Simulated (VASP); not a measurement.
# Sc (P6_3/mmc) in VASP: a series of runs, part 2 of 2

VASP 6.6.1. Earlier steps stand in the parts before.

## Step 3: Single point, PBE (strain -0.030 along x and y, -0.015 along z)

INCAR reads:

```
SYSTEM = Sc
PREC = Accurate
ENCUT = 520
EDIFF = 1E-7
ISMEAR = 0
SIGMA = 0.15
LREAL = .False.
LASPH = .True.
NELM = 100
ALGO = Fast
ISIF = 2
LWAVE = .False.
LCHARG = .False.
GGA = PE
NBANDS = 18
```

KPOINTS reads:

```
Automatic mesh
0
Gamma
  18 18 10
  0 0 0
```

POSCAR reads:

```
Sc
1.0
    3.2095339604      0.0000000000      0.0000000000
   -1.6047669802      2.7795379440      0.0000000000
    0.0000000000      0.0000000000      5.1889800000
Sc
2
Direct
    0.3333333333      0.6666666667      0.2500000000
    0.6666666667      0.3333333333      0.7500000000
```

Potentials or basis: VASP PAW PBE potentials, release 64 (Sc_sv).

Command:

```console
$ cat potpaw_PBE.64/Sc_sv/POTCAR > POTCAR
$ mpirun -np 1 vasp_std > vasp.out
```

Run time: 5.2 min. Hardware: 1 thread of Intel Xeon 8259CL, shared host; peak memory 0.27 GiB.

The run converged. Its results:

* Free energy: -12.4722 eV
* Pressure: 4.0 GPa
* Band gap on the k mesh: zero (bands 11 and 12 overlap by 1.42 eV)

Stress tensor (GPa, compression positive):
```
5.06 0.00 0.00
0.00 5.06 0.00
0.00 0.00 1.81
```

Levels at points of the mesh, in eV from the Fermi level:
```csv
k point,band 9,band 10,band 11,band 12,band 13,band 14
"(0.00, 0.00, 0.00)",-5.25,-1.79,0.47,1.70,1.70,1.73
"(0.50, 0.00, 0.00)",-1.60,-1.13,-0.81,-0.20,1.25,1.54
"(0.00, 0.00, 0.50)",-3.71,-3.71,0.87,0.87,1.66,1.66
"(0.50, 0.00, 0.50)",-1.57,-1.57,0.03,0.03,1.39,1.39
```

Caveat: the cell differs from its parent crystal (strain -0.030 along x and y, -0.015 along z); the cell stands under pressure.

## Step 4: Single point, PBE (strain -0.015 along x and y, -0.015 along z)

INCAR reads:

```
PREC = Accurate ; ENCUT = 520
EDIFF = 1E-6 ; ISMEAR = 0
SIGMA = 0.15 ; LREAL = F
LASPH = T ; NELM = 100
ALGO = Fast ; ISIF = 2
LWAVE = F ; LCHARG = F
GGA = PE ; NBANDS = 18
```

KPOINTS reads:

```
regular mesh
0
Gamma
  18 18 10
```

POSCAR reads:

```
Sc
1.0
    3.2591659288      0.0000000000      0.0000000000
   -1.6295829644      2.8225204895      0.0000000000
    0.0000000000      0.0000000000      5.1889800000
Sc
2
Direct
    0.3333333333      0.6666666667      0.2500000000
    0.6666666667      0.3333333333      0.7500000000
```

Potentials or basis: VASP PAW PBE potentials, release 64 (Sc_sv).

Command:

```console
$ cat potpaw_PBE.64/Sc_sv/POTCAR > POTCAR
$ mpirun -np 1 vasp_std > vasp.out
```

OUTCAR:

```text
PREC = Accurate
   ENCUT = 520
   EDIFF = 1E-6
   ISMEAR = 0
   LREAL = F
   LASPH = T
   NELM = 100
   ISIF = 2
   GGA = PE

 ion  position               nearest neighbor table
   1  0.333  0.667  0.250-   2 3.21   2 3.21   2 3.21   2 3.21   2 3.21   2 3.21
   2  0.667  0.333  0.750-   1 3.21   1 3.21   1 3.21   1 3.21   1 3.21   1 3.21

  LATTYP: Found a hexagonal cell.
 ALAT       =     3.2591659288
 C/A-ratio  =     1.5921190002

  Lattice vectors:

 A1 = (   3.2591659288,   0.0000000000,   0.0000000000)
 A2 = (  -1.6295829644,   2.8225204895,   0.0000000000)
 A3 = (   0.0000000000,   0.0000000000,   5.1889800000)

Analysis of symmetry for initial positions (statically):
=====================================================================
 Subroutine PRICEL returns:
 Original cell was already a primitive cell.

 Routine SETGRP: Setting up the symmetry group for a
 hexagonal supercell.

 Subroutine GETGRP returns: Found 24 space group operations
 (whereof 12 operations were pure point group operations)
 out of a pool of 24 trial point group operations.

The static configuration has the point symmetry D_3d.
 The point group associated with its full space group is D_6h.

Analysis of symmetry for dynamics (positions and initial velocities):
=====================================================================
 Subroutine PRICEL returns:
 Original cell was already a primitive cell.

 Routine SETGRP: Setting up the symmetry group for a
 hexagonal supercell.

 Subroutine GETGRP returns: Found 24 space group operations
 (whereof 12 operations were pure point group operations)
 out of a pool of 24 trial point group operations.

The dynamic configuration has the point symmetry D_3d.
 The point group associated with its full space group is D_6h.

 Subroutine INISYM returns: Found 24 space group operations
 (whereof 12 operations are pure point group operations),
 and found     1 'primitive' translations

[... 111 lines left out ...]
   IALGO  =     68    algorithm
   IMIX   =      4    mixing-type and parameters
     AMIX     =   0.40;   BMIX     =  1.00
     AMIX_MAG =   1.60;   BMIX_MAG =  1.00
  volume/ion in A,a.u.               =      23.87       161.06
  Fermi-wavevector in a.u.,A,eV,Ry     =   1.264563  2.389678 21.757349  1.599120
  Thomas-Fermi vector in A             =   2.397862
   LORBIT       =      0    0 simple, 1 ext, 2 COOP (PROOUT), +10 PAW based schemes
   GGA     = PE    functional components
   LHFCALC =     F    Hartree Fock is set to
   AEXX    =    0.0000 exact exchange contribution
   IVDW    =     0    specifies the selected vdW correction
   LEPSILON=     F    determine dielectric tensor
   LRPA    =     F    only Hartree local field effects (RPA)
 non-spin polarized calculation
 RMM-DIIS sequential band-by-band and
 Gauss-broadening in eV      SIGMA  =   0.15
  energy-cutoff  :      520.00
  volume of cell :       47.73
 maximum number of plane-waves:      1305
   NGX = 13   NGY = 13   NGZ = 19

 number of electron      21.9999997 magnetization

 Free energy of the ion-electron system (eV)
  ---------------------------------------------------
  ext. energy  EPLUGINS =         0.00000000
  ---------------------------------------------------
  free energy    TOTEN  =       -12.50698618 eV

  energy without entropy =      -12.46047188  energy(sigma->0) =      -12.48372903

 E-fermi :   3.8752     XC(G=0): -10.0076

 val. band max:        3.8743987580   @ k =   0.5000   0.0000   0.4000
 cond. band min:       3.8752381291   @ k =   0.4444   0.1111   0.4000
 fundamental gap:      0.0008393711
 Fermi energy:         3.8751765885

 k-point     1 :       0.0000    0.0000    0.0000
  band No.  band energies     occupation
      1     -45.4622      2.00000
      2     -45.3873      2.00000
      3     -24.3087      2.00000
      4     -23.9278      2.00000
      5     -23.9278      2.00000
      6     -23.8622      2.00000
[... 481 lines left out ...]
      5     -24.1087      2.00000
      6     -24.0380      2.00000
[... 10 lines left out ...]
     17       7.8396      0.00000
     18       8.0177      0.00000

 [... further k-points ...]

------------------------ aborting loop because EDIFF is reached ----------------------------------------

  FORCE on cell =-STRESS in cart. coord.  units (eV):
  Direction    XX          YY          ZZ          XY          YZ          ZX
  --------------------------------------------------------------------------------------
  -------------------------------------------------------------------------------------
  Total        0.7707557      0.7707557      0.2246613      0.0000000      0.0000000      0.0000000
  in kB       25.8703182     25.8703182      7.5407282      0.0000000      0.0000000      0.0000000
  external PRESSURE =      19.7604548 kB  Pullay stress =       0.0000000 kB

 VOLUME and BASIS-vectors are now :
 -----------------------------------------------------------------------------
  energy-cutoff  :      520.00
  volume of cell :       47.73
      direct lattice vectors                 reciprocal lattice vectors
     3.259165929  0.000000000  0.000000000     0.306826968  0.177146633  0.000000000
    -1.629582964  2.822520490  0.000000000     0.000000000  0.354293265  0.000000000
     0.000000000  0.000000000  5.188980000     0.000000000  0.000000000  0.192716102

 POSITION                                       TOTAL-FORCE (eV/Angst)
 -----------------------------------------------------------------------------------
     -0.00000      1.88168      1.29724        -0.000000      0.000000      0.000000
      1.62958      0.94084      3.89173         0.000000     -0.000000      0.000000
 -----------------------------------------------------------------------------------
    total drift:                               -0.000000      0.000000     -0.000000

  FREE ENERGIE OF THE ION-ELECTRON SYSTEM (eV)
  ---------------------------------------------------
  free  energy   TOTEN  =       -12.5069861805 eV

  energy  without entropy=      -12.4604718806  energy(sigma->0) =      -12.48372903
```

OSZICAR:

```text
N       E                     dE             d eps       ncg     rms          rms(c)
DAV:   1     0.357427666711E+03    0.35743E+03   -0.11005E+04  8008   0.131E+03
DAV:   2     0.621029172105E+01   -0.35122E+03   -0.34442E+03  9736   0.540E+02
DAV:   3    -0.134137617888E+02   -0.19624E+02   -0.18778E+02 13050   0.156E+02
DAV:   4    -0.138379168360E+02   -0.42416E+00   -0.42044E+00 12158   0.207E+01
DAV:   5    -0.138429707552E+02   -0.50539E-02   -0.50510E-02 13588   0.241E+00    0.780E+00
RMM:   6    -0.125956074049E+02    0.12474E+01   -0.17440E+00  8299   0.171E+01    0.264E+00
RMM:   7    -0.125248230101E+02    0.70784E-01   -0.31816E+00 10542   0.134E+01    0.138E+00
RMM:   8    -0.124996943883E+02    0.25129E-01   -0.17506E-01  8826   0.494E+00    0.540E-01
RMM:   9    -0.125054963025E+02   -0.58019E-02   -0.98993E-02 11409   0.188E+00    0.133E-01
RMM:  10    -0.125065606889E+02   -0.10644E-02   -0.16692E-02 11843   0.754E-01    0.510E-02
RMM:  11    -0.125068525962E+02   -0.29191E-03   -0.37434E-03 12247   0.424E-01    0.319E-02
RMM:  12    -0.125069512031E+02   -0.98607E-04   -0.11105E-03 12906   0.173E-01    0.541E-03
RMM:  13    -0.125069854656E+02   -0.34263E-04   -0.29148E-04 11701   0.800E-02    0.876E-03
RMM:  14    -0.125069833856E+02    0.20800E-05   -0.55610E-05 10789   0.496E-02    0.245E-03
RMM:  15    -0.125069859655E+02   -0.25799E-05   -0.18392E-05 10259   0.280E-02    0.942E-04
RMM:  16    -0.125069861805E+02   -0.21505E-06   -0.43778E-06  9111   0.167E-02
   1 F= -.12506986E+02 E0= -.12483729E+02  d E =-.465143E-01
```

Run time: 4.5 min. Hardware: 1 thread of Intel Xeon 8259CL, shared host; peak memory 0.27 GiB.

What came out:

| Item | Value |
| --- | --- |
| Free energy | -12.5070 eV |
| Pressure | 2.0 GPa |
| Band gap on the k mesh | zero (bands 11 and 12 overlap by 1.43 eV) |

Caveat: the cell differs from its parent crystal (strain -0.015 along x and y, -0.015 along z).

## Step 5: Overview

| cell | further INCAR settings | gap on the mesh (eV) | pressure (GPa) |
| --- | --- | --- | --- |
| a = 3.210, b = 3.210, c = 5.110 Å, angles 90.0, 90.0, 120.0°, 2 atoms | ALGO = Fast; EDIFF = 1e-06; NBANDS = 18 | none | 5.0 |
| a = 3.210, b = 3.210, c = 5.189 Å, angles 90.0, 90.0, 120.0°, 2 atoms | ALGO = Fast; EDIFF = 1e-07; NBANDS = 18 | none | 4.0 |
| a = 3.259, b = 3.259, c = 5.189 Å, angles 90.0, 90.0, 120.0°, 2 atoms | ALGO = Fast; EDIFF = 1e-06; NBANDS = 18 | none | 2.0 |

Alike in all rows: task single point; level PBE; potentials or basis VASP PAW PBE potentials, release 64 (Sc_sv); no spin polarisation; k mesh 18 × 18 × 10; cutoff (eV) 520; smearing gaussian 0.15 eV.

Caveats: the cell stands under pressure (at least some runs).

Total energies depend on the potentials used, so only differences within one code and one set of settings carry meaning.
